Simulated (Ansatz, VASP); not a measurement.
**Two plane-wave programs on H2CClF**

The input INCAR:

```
PREC = Accurate
ENCUT = 910
EDIFF = 1E-6
ISMEAR = 0
SIGMA = 0.01
LREAL = F
LASPH = T
NELM = 120
ALGO = Normal
ISIF = 2
LWAVE = F
LCHARG = F
GGA = PE
IVDW = 12
NBANDS = 18
GGA_COMPAT = F
NELMDL = -8
```

Contents of KPOINTS:

```
regular mesh
0
Gamma
  1 1 1
```

Contents of POSCAR:

```
H2CClF
1.0
   11.2000000000      0.0000000000      0.0000000000
    0.0000000000     11.0000000000      0.0000000000
    0.0000000000      0.0000000000     11.7000000000
H C Cl F
2 1 1 1
Direct
    0.4891687185      0.5821515248      0.4773389418
    0.5991434154      0.4807849420      0.5430876796
    0.5126118403      0.4888938457      0.5004584223
    0.4008565846      0.4341156774      0.5968300607
    0.5129736545      0.4178484752      0.4031699393
```

Input for Ansatz:

```yaml
crystal:
  lattice:
    - [11.2, 0.0, 0.0]
    - [0.0, 11.0, 0.0]
    - [0.0, 0.0, 11.7]
  atoms:
    - { symbol: H, position: [0.4891687185, 0.5821515248, 0.4773389418] }
    - { symbol: H, position: [0.5991434154, 0.480784942, 0.5430876796] }
    - { symbol: C, position: [0.5126118403, 0.4888938457, 0.5004584223] }
    - { symbol: Cl, position: [0.4008565846, 0.4341156774, 0.5968300607] }
    - { symbol: F, position: [0.5129736545, 0.4178484752, 0.4031699393] }
basis:
  ecutwfc: 420
kpoints:
  mp_grid: { grid: [1, 1, 1] }
hamiltonian:
  xc: pbe
  dispersion: d3bj
scf:
  occupations: { method: gaussian, width: 0.01 }
output:
  forces: true
  eigenvalues: true
```

Alike in both runs: task single point; functional PBE; dispersion D3(BJ); k mesh 1 × 1 × 1; occupations gaussian, width 0.01 eV; no spin polarisation.

|  | VASP | Ansatz |
| --- | --- | --- |
| version | VASP 6.6.1 | Ansatz 0.2.0 |
| potentials or method | VASP PAW PBE potentials, release 64 (H_h, C_h, Cl, F_h), cutoff 910 eV | scalar-relativistic, plane waves, PAW |
| valence electrons in the cell | 20 | 20 |

```csv
,VASP,Ansatz,Ansatz less VASP
gap on the k mesh at the Fermi level (eV),6.48,6.44,-0.040
rms of the force components (eV/Å),0.143,0.138,-0.0047
```

Atom by atom the forces differ by 0.047 eV/Å (rms over components).

Noted on VASP's run: the cutoff is short for stress, so the pressure is rough.
